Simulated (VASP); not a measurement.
Fe:

```
CELL_PARAMETERS angstrom
-1.47130 1.47130 1.47130
1.47130 -1.47130 1.47130
1.47130 1.47130 -1.47130
ATOMIC_POSITIONS crystal
Fe 0.00000 0.00000 0.00000
```

Base run:

| Quantity | Value |
| --- | --- |
| Program | VASP 6.6.1 |
| Functional | BLYP |
| Dispersion | D4 |
| Potentials or basis | VASP PAW PBE potentials, release 64 (Fe_sv) |
| Cutoff | 690 eV |
| k mesh | 13 × 13 × 13 |
| Occupations | fermi-dirac, width 0.05 eV |
| Spin | collinear spin, ferromagnetic start |
| Starting moments | [3.0] μB |

Its results: pressure -17.2 GPa; net moment 2.40 μB per cell; site moments Fe +2.40 μB.

**Question.** The run is repeated on the same cell with these changes: functional from BLYP to PBEsol. What comes out?

**Answer.** Pressure -24.3 GPa; net moment 2.51 μB per cell; site moments Fe +2.50 μB.

PBEsol binds more tightly than BLYP, so the same cell stands under less pressure.

Caveats: the cell stands under tension; the PAW data sets were made with another functional, which shifts forces and pressure a little.
